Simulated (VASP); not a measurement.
## Ga2O3: single point with PBE

Ga2O3:

```
Ga O
1.0
     2.52872    1.45996    4.54104
    -2.52872    1.45996    4.54104
     0.00000   -2.91992    4.54104
Ga O
4 6
Direct
  0.39480 0.35484 0.34022
  0.18306 0.14310 0.12848
  0.68306 0.64310 0.62848
  0.89480 0.85484 0.84022
  0.55317 0.94683 0.25000
  0.25000 0.55317 0.94683
  0.94683 0.25000 0.55317
  0.44683 0.05317 0.75000
  0.75000 0.44683 0.05317
  0.05317 0.75000 0.44683
```

This cell differs from its parent crystal: all Ga atoms moved +0.175 Å, as atom 1 along Cartesian [1 1 1].

```yaml
Program: VASP 6.6.1
Task: single point
Functional: PBE
Potentials_or_basis: VASP PAW PBE potentials, release 64 (Ga_d, O)
Cutoff: 520 eV
k_mesh: 6 × 6 × 6
Occupations: gaussian, width 0.05 eV
Spin: no spin polarisation
Dipole_correction: no
Further_INCAR_settings: ALGO = Normal; EDIFF = 1e-06; NBANDS = 55
```

* Pressure: 4.3 GPa
* Largest force: 2.090 eV/Å
* Band gap on the k mesh: 2.34 eV (least direct gap 2.49 eV)

Forces on the atoms (eV/Å):
```
Ga  -0.985 -1.700 -0.713
Ga  -1.024 -0.856 -0.500
Ga  -0.804 -0.885 -0.598
Ga  -1.206 -0.687 -0.616
O    0.662  0.356  0.336
O    1.165  0.378  0.768
O    0.184  0.517  0.085
O    0.395  0.611 -0.216
O    1.078  1.503  0.932
O    0.536  0.764  0.522
```

Stress tensor (GPa, compression positive):
```
4.03 0.73 1.65
0.73 4.97 2.03
1.65 2.03 3.78
```

Levels at points of the mesh, in eV from the valence-band top:
| k point | band 41 | band 42 | band 43 | band 44 | band 45 | band 46 | band 47 | band 48 |
| --- | --- | --- | --- | --- | --- | --- | --- | --- |
| (0.00, 0.00, 0.00) | -0.40 | -0.27 | -0.24 | -0.15 | 2.34 | 6.21 | 6.49 | 8.36 |
| (0.50, 0.00, 0.00) | -0.99 | -0.94 | -0.22 | -0.18 | 5.91 | 5.92 | 6.25 | 6.28 |
| (0.00, 0.50, 0.00) | -1.05 | -0.90 | -0.28 | -0.11 | 5.90 | 5.95 | 6.26 | 6.29 |
| (0.00, 0.00, 0.50) | -1.05 | -0.94 | -0.25 | -0.12 | 5.91 | 5.95 | 6.28 | 6.28 |
| (0.50, 0.50, 0.00) | -0.85 | -0.73 | -0.32 | -0.22 | 5.98 | 6.24 | 7.07 | 7.16 |
| (0.50, 0.00, 0.50) | -0.88 | -0.72 | -0.31 | -0.20 | 5.99 | 6.26 | 7.07 | 7.15 |
| (0.00, 0.50, 0.50) | -0.87 | -0.74 | -0.36 | -0.11 | 6.04 | 6.27 | 7.03 | 7.18 |
| (0.50, 0.50, 0.50) | -0.42 | -0.42 | -0.26 | -0.25 | 5.39 | 5.39 | 7.36 | 7.36 |

It took 8.4 min on 1 thread of Intel(R) Xeon(R) Platinum 8488C (Sapphire Rapids), with other jobs on the host, peak memory 0.55 GiB.

Caveat: the cell differs from its parent crystal (all Ga atoms moved +0.175 Å, as atom 1 along Cartesian [1 1 1]); the cell stands under pressure; forces of over 1 eV/Å act on the atoms, so gaps and moduli don't describe the material at rest. A k mesh can miss the band edges.
